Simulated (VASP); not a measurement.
Input of a VASP 6.6.1 run:

File POSCAR:

```
SnO2
1.0
    4.8312153838      0.0000000000      0.0000000000
    0.0000000000      4.8314584775      0.0000000000
    0.0000000000      0.0000000000      3.2007107582
Sn O
2 4
Direct
    0.5000000000      0.5000000000      0.5000000000
    0.0000000000      0.0000000000      0.0000000000
    0.3058623571      0.3059582263      0.0000000000
    0.8058623571      0.1940417737      0.5000000000
    0.1941376429      0.8059582263      0.5000000000
    0.6941376429      0.6940417737      0.0000000000
```

INCAR.step1

```
  PREC = Accurate
  ENCUT = 520
  ISMEAR = 0
  SIGMA = 0.05
  LREAL = F
  LASPH = T
  NELM = 100
  NBANDS = 35
  GGA = PE
  ALGO = Normal
  EDIFF = 1E-4
  LWAVE = T
  LCHARG = F
```

File INCAR.step2:

```
  PREC = Accurate
  ENCUT = 520
  EDIFF = 1E-6
  ISMEAR = 0
  SIGMA = 0.05
  LREAL = F
  LASPH = T
  NELM = 100
  ALGO = Normal
  ISIF = 2
  LWAVE = F
  LCHARG = F
  METAGGA = R2SCAN
  LMIXTAU = T
  NBANDS = 35
  ISTART = 1
```

File KPOINTS:

```
regular mesh
0
Gamma
  6 6 8
```

Potentials or basis: VASP PAW PBE potentials, release 64 (Sn_d, O).

Launch:

```console
$ cat potpaw_PBE.64/Sn_d/POTCAR potpaw_PBE.64/O/POTCAR > POTCAR
$ cp INCAR.step1 INCAR
$ mpirun -np 1 vasp_std > vasp.out
$ cp INCAR.step2 INCAR
$ mpirun -np 1 vasp_std > vasp.out
```

**Question.** Estimate the largest force.

**Answer.** 0.046 eV/Å.

**Question.** Predict the band gap on the k mesh.

**Answer.** 1.49 eV, direct.

Forces on the atoms (eV/Å):
```
Sn   0.000  0.000  0.000
Sn   0.000  0.000  0.000
O    0.033  0.032  0.000
O    0.033 -0.032  0.000
O   -0.033  0.032  0.000
O   -0.033 -0.032  0.000
```

Caveat: the cell differs from its parent crystal (strain +0.015 along x and y, +0.000 along z); the PAW data sets were made with another functional, which shifts forces and pressure a little; spin-orbit coupling is left out, which moves the levels of the heavy elements.
